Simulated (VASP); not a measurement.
A run of VASP 6.6.1 is set up as follows.

The input INCAR:

```
PREC = Accurate
ENCUT = 520
EDIFF = 1E-7
ISMEAR = 0
SIGMA = 0.1
LREAL = Auto
LASPH = True
NELM = 60
ALGO = Fast
ISIF = 2
LWAVE = False
LCHARG = False
LDIPOL = True
IDIPOL = 3
DIPOL = 0.5 0.5 0.305
GGA = PE
IVDW = 12
NBANDS = 56
```

The input KPOINTS:

```
Automatic mesh
0
Gamma
  6 4 1
```

File POSCAR:

```
HC20
1.0
    4.9292027291      0.0000000000      0.0000000000
    0.0000000000      6.8054113579      0.0000000000
    0.0000000000      0.0000000000     22.2346643469
C H
20 1
Direct
    0.3122885183      0.2500141188      0.1798992752
    0.8122885183      0.2500141188      0.1798992752
    0.0622635010      0.2500141188      0.2119095571
    0.5622635010      0.2500141188      0.2119095571
    0.1871989222      0.7499858812      0.2279080302
    0.6871989222      0.7499858812      0.2279080302
    0.4371739048      0.7499858812      0.2599183120
    0.9371739048      0.7499858812      0.2599183120
    0.0621093260      0.2500141188      0.2759167852
    0.5621093260      0.2500141188      0.2759167852
    0.3120409925      0.2500133946      0.3071026518
    0.8120409925      0.2500133946      0.3071026518
    0.4371093881      0.7499905632      0.3309339292
    0.9371093881      0.7499905632      0.3309339292
    0.1866551682      0.7499900467      0.3565506911
    0.6866551682      0.7499900467      0.3565506911
    0.3119519864      0.2500147752      0.3740490919
    0.8119519864      0.2500147752      0.3740490919
    0.0621664184      0.2500173699      0.4018349100
    0.5621664184      0.2500173699      0.4018349100
    0.3121664184      0.5833507033      0.5502518120
```

Potentials or basis: VASP PAW PBE potentials, release 64 (C, H).

Launch:

```console
$ cat potpaw_PBE.64/C/POTCAR potpaw_PBE.64/H/POTCAR > POTCAR
$ mpirun -np 1 vasp_std > vasp.out
```

(1) Estimate the largest force.

(2) What does it give for the band gap on the k mesh?

(3) What does it give for the dispersion energy per atom?

## Answers

(1) 3.396 eV/Å.

(2) zero (an odd number of electrons rules out a gap without spin polarisation).

(3) -0.103 eV.

Caveat: an odd number of electrons without spin polarisation forces a metal; a magnetic or distorted state may lie lower.
